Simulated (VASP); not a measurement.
Write the native input for VASP 6.6.1 that does the following.

- Task: relaxation of cell and atoms
- Functional: PBE
- Potentials or basis: VASP PAW PBE potentials, release 64 (Zn, Tl_d)
- Cutoff: 600 eV
- k mesh: 6 × 6 × 4
- Occupations: gaussian, width 0.1 eV
- Spin: no spin polarisation
- Dipole correction: no
- Further INCAR settings: ALGO = Normal; EDIFF = 1e-06; IBRION = 2; EDIFFG = -0.04; NSW = 90; ISIF = 3

The structure of TlZn lies in POSCAR:

```
TlZn
1.0
    3.0782490300      0.0000000000      0.0000000000
   -1.5391245200      2.6658418600      0.0000000000
    0.0000000000      0.0000000000      5.3833440300
Zn Tl
1 1
Direct
    0.3333333300      0.6666666700      0.5000000000
    0.0000000000      0.0000000000      0.0000000000
```

These files were run (other wordings do the same):

INCAR

```
SYSTEM = TlZn
ALGO = Normal
EDIFF = 1E-6
EDIFFG = -0.04
ENCUT = 600
GGA = PE
IBRION = 2
ISIF = 3
ISMEAR = 0
LASPH = .True.
LCHARG = .False.
LREAL = .False.
LWAVE = .False.
NELM = 60
NSW = 90
PREC = Accurate
SIGMA = 0.1
```

KPOINTS

```
k-points
0
Gamma
  6 6 4
  0 0 0
```

Potentials or basis: VASP PAW PBE potentials, release 64 (Zn, Tl_d).

Run with:

```console
$ cat potpaw_PBE.64/Zn/POTCAR potpaw_PBE.64/Tl_d/POTCAR > POTCAR
$ mpirun -np 1 vasp_std > vasp.out
```

It gave:

```yaml
Relaxed_volume: 24.48 Å³/atom
Relaxed_cell: a = 3.370 Å, b = 3.370 Å, c = 4.978 Å, α = 90.00°, β = 90.00°, γ = 120.00°
Space_group_after_relaxing_to_0.05_Å: P-6m2 (No. 187)
Energy_gained_by_relaxing: 137.0 meV/atom
Ionic_steps: 7
Pressure_after_relaxing: 0.0 GPa
```

Caveat: the k points lie up to 0.36 Å⁻¹ apart in the final cell.

Run time: 59 s on 1 thread of AMD EPYC 9R45 96-Core Processor (Zen 5), on a shared host, peak memory 0.18 GiB.
